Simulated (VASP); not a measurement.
Wanted: the native input for a VASP 6.6.1 run.

```
Task                   : relaxation of cell and atoms
Functional             : PBE
Dispersion             : D3(BJ)
Potentials or basis    : VASP PAW PBE potentials, release 64 (Sn_d, O)
Cutoff                 : 600 eV
k mesh                 : 3 × 3 × 2
Occupations            : gaussian, width 0.1 eV
Spin                   : no spin polarisation
Dipole correction      : no
Further INCAR settings : LREAL = Auto; ALGO = Normal; EDIFF = 1e-07; ISYM = 0; IBRION = 2; EDIFFG = -0.04; NSW = 45; ISIF = 3
```

The structure of SnO lies in POSCAR:

```
SnO
1.0
    5.9398644412     -0.3817698211     -0.4790705747
   -0.4368179245      7.0159797974     -0.2080460983
   -0.4535909517     -0.2059953996      8.4786580659
Sn O
9 9
Direct
    0.3500013752      0.2964975378      0.8277733594
    0.1276578238      0.7552317385      0.8515184270
    0.3742560109      0.5799406759      0.3277498139
    0.0380713319      0.9380902178      0.4753896220
    0.8929098341      0.3665719379      0.0729601104
    0.3836943393      0.1127168042      0.2343691100
    0.7014416059      0.8139320049      0.0805681656
    0.5944372350      0.9251842616      0.6656243349
    0.8465110564      0.4203856023      0.5284829027
    0.6765692199      0.1171613018      0.1135392076
    0.1941823295      0.0265442592      0.7100930829
    0.3647878962      0.8028521044      0.1625650596
    0.0281672940      0.4608870051      0.3187294695
    0.1830785876      0.2209857444      0.0371742388
    0.4956348355      0.7666687849      0.8543325718
    0.8279895973      0.7215539721      0.5784729669
    0.1101969455      0.4665693875      0.7259793485
    0.3200561563      0.7738758081      0.5052845506
```

These files were run (other wordings do the same):

INCAR

```
SYSTEM = SnO
PREC = Accurate ; ENCUT = 600
EDIFF = 1E-7 ; ISMEAR = 0
SIGMA = 0.1 ; LREAL = Auto
LASPH = .True. ; NELM = 80
ALGO = Normal ; ISIF = 3
LWAVE = .False. ; LCHARG = .False.
GGA = PE ; IVDW = 12
IBRION = 2 ; NSW = 45
EDIFFG = -0.04 ; ISYM = 0
```

KPOINTS

```
regular mesh
0
Gamma
  3 3 2
  0 0 0
```

Potentials or basis: VASP PAW PBE potentials, release 64 (Sn_d, O).

Launch:

```console
$ cat potpaw_PBE.64/Sn_d/POTCAR potpaw_PBE.64/O/POTCAR > POTCAR
$ mpirun -np 1 vasp_std > vasp.out
```

Results of the run:

| Property | Result |
| --- | --- |
| Relaxed volume | 19.47 Å³/atom |
| Relaxed cell | a = 5.975 Å, b = 7.032 Å, c = 8.503 Å, α = 92.84°, β = 97.63°, γ = 97.21° |
| Space group after relaxing (to 0.1 Å) | P1 (No. 1) |
| Energy gained by relaxing | 0.2 meV/atom |
| Ionic steps | 4 |
| Pressure after relaxing | -0.1 GPa |
| Largest force after relaxing | 0.039 eV/Å |
| Band gap on the k mesh | 1.44 eV (least direct gap 1.49 eV) |
| Dispersion energy per atom | -0.212 eV |

Caveat: the atoms stand as in a frame of molecular dynamics; spin-orbit coupling is left out, which moves the levels of the heavy elements.

Wall time 58 min on 1 thread of Oxide Virtual Turin-like Processor (shared host), peak memory 0.64 GiB.
